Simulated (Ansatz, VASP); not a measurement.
## BAs: VASP beside Ansatz

POSCAR

```
BAs
1.0
    2.1275493300      0.0000000000      0.0000000000
    0.0000000000      3.1740629400      0.0000000000
    0.0000000000      0.0000000000      4.9509801800
B As
1 1
Direct
    0.0000000000      0.5000000000      0.0000000000
    0.5000000000      0.5000000000      0.5000000000
```

The input INCAR.step1:

```
SYSTEM = BAs
  ALGO = Normal
  EDIFF = 1E-5
  ENCUT = 520
  GGA = PE
  ISIF = 2
  ISMEAR = -1
  LASPH = .TRUE.
  LREAL = .FALSE.
  LWAVE = .TRUE.
  NBANDS = 11
  NELM = 100
  PREC = Accurate
  SIGMA = 0.05
```

File INCAR.step2:

```
SYSTEM = BAs
  AEXX = 0.25
  ALGO = Normal
  EDIFF = 1E-7
  ENCUT = 520
  GGA = PS
  ISIF = 2
  ISMEAR = -1
  ISTART = 1
  LASPH = .TRUE.
  LCHARG = .TRUE.
  LELF = .TRUE.
  LHFCALC = .TRUE.
  LREAL = .FALSE.
  LVHAR = .TRUE.
  LWAVE = .FALSE.
  NBANDS = 11
  NELM = 100
  PREC = Accurate
  PRECFOCK = Normal
  SIGMA = 0.05
```

KPOINTS

```
k-points
0
G
  6 4 3
  0 0 0
```

Contents of input:

```
crystal:
  lattice:
    - [2.12754933, 0.0, 0.0]
    - [0.0, 3.17406294, 0.0]
    - [0.0, 0.0, 4.95098018]
  atoms:
    - { symbol: B, position: [0.0, 0.5, 0.0] }
    - { symbol: As, position: [0.5, 0.5, 0.5] }
hamiltonian:
  xc: { exchange: pbesol, correlation: pbesol, exx: { coeff: 0.25 } }
  pseudopotentials: { kind: paw }
kpoints:
  mp_grid: { grid: [6, 4, 3] }
scf:
  occupations: { method: fermi_dirac, width: 0.05 }
output:
  forces: true
  stress: true
  eigenvalues: true
```

Alike in both runs: task single point; functional PBEsol-based global hybrid; k mesh 6 × 4 × 3; occupations fermi-dirac, width 0.05 eV; no spin polarisation.

|  | VASP | Ansatz |
| --- | --- | --- |
| version | VASP 6.6.1 | Ansatz 0.2.0 |
| potentials or method | VASP PAW PBE potentials, release 64 (B, As) | Ansatz PAW |
| plane-wave cutoff (eV) | 520 | 420 |
| valence electrons in the cell | 8 | 18 |

VASP gave:

```
gap on the k mesh at the Fermi level (eV)                     : none
pressure (GPa)                                                : 4.0
traceless stress, the component that is largest in VASP (GPa) : 27.64
```

Question: Which values does Ansatz return?

Answer: gap on the k mesh at the Fermi level (eV): none; pressure (GPa): 4.1; traceless stress, the component that is largest in VASP (GPa): 27.59.

VASP's potentials were made for PBE, not for PBEsol-based global hybrid. A gap of «none» marks a metal or a gap that the smearing closes. The functional is the same, so the differences come from potentials, cutoffs and numerics. VASP's potentials hold 8 valence electrons a cell and Ansatz's 18, so a difference there can come from the potentials and not from the codes.

The k mesh is coarse, so the values compare programs but aren't converged.
